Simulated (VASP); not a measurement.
Wanted: the native input for a VASP 6.6.1 run.

| Property | Result |
| --- | --- |
| Task | single point |
| Functional | r2SCAN |
| Potentials or basis | VASP PAW PBE potentials, release 64 (Cu, I) |
| Cutoff | 520 eV |
| k mesh | 8 × 8 × 8 |
| Occupations | gaussian, width 0.01 eV |
| Spin | no spin polarisation |
| Dipole correction | no |
| Further INCAR settings | ALGO = Normal; EDIFF = 1e-06; NBANDS = 16 |

CuI:

```
CELL_PARAMETERS angstrom
0.00000 3.01203 3.01203
3.01203 0.00000 3.01203
3.01203 3.01203 0.00000
ATOMIC_POSITIONS crystal
Cu 0.00000 0.00000 0.00000
I 0.25000 0.25000 0.25000
```

These files were run (other wordings do the same):

POSCAR

```
CuI
1.0
    0.0000000000      3.0120291147      3.0120291147
    3.0120291147      0.0000000000      3.0120291147
    3.0120291147      3.0120291147      0.0000000000
Cu I
1 1
Direct
    0.0000000000      0.0000000000      0.0000000000
    0.2500000000      0.2500000000      0.2500000000
```

INCAR.step1

```
SYSTEM = CuI
PREC = Accurate
ENCUT = 520
ISMEAR = 0
SIGMA = 0.01
LREAL = .False.
LASPH = .True.
NELM = 100
NBANDS = 16
GGA = PE
ALGO = Normal
EDIFF = 1E-4
LWAVE = .True.
LCHARG = .False.
```

INCAR.step2

```
SYSTEM = CuI
PREC = Accurate
ENCUT = 520
EDIFF = 1E-6
ISMEAR = 0
SIGMA = 0.01
LREAL = .False.
LASPH = .True.
NELM = 100
ALGO = Normal
ISIF = 2
LWAVE = .False.
LCHARG = .False.
METAGGA = R2SCAN
LMIXTAU = .True.
NBANDS = 16
ISTART = 1
```

KPOINTS

```
regular mesh
0
Gamma
  8 8 8
  0 0 0
```

Potentials or basis: VASP PAW PBE potentials, release 64 (Cu, I).

The run is started by

```bash
$ cat potpaw_PBE.64/Cu/POTCAR potpaw_PBE.64/I/POTCAR > POTCAR
$ cp INCAR.step1 INCAR
$ mpirun -np 1 vasp_std > vasp.out
$ cp INCAR.step2 INCAR
$ mpirun -np 1 vasp_std > vasp.out
```

Results of the run:

```
Pressure               : -0.1 GPa
Band gap on the k mesh : 1.67 eV
```

Caveat: the PAW data sets were made with another functional, which shifts forces and pressure a little; spin-orbit coupling is left out, which moves the levels of the heavy elements.

Run time: 60 s on 1 thread of Intel(R) Xeon(R) Platinum 8259CL CPU @ 2.50GHz (Skylake/Cascade Lake), on a shared host, peak memory 0.19 GiB.
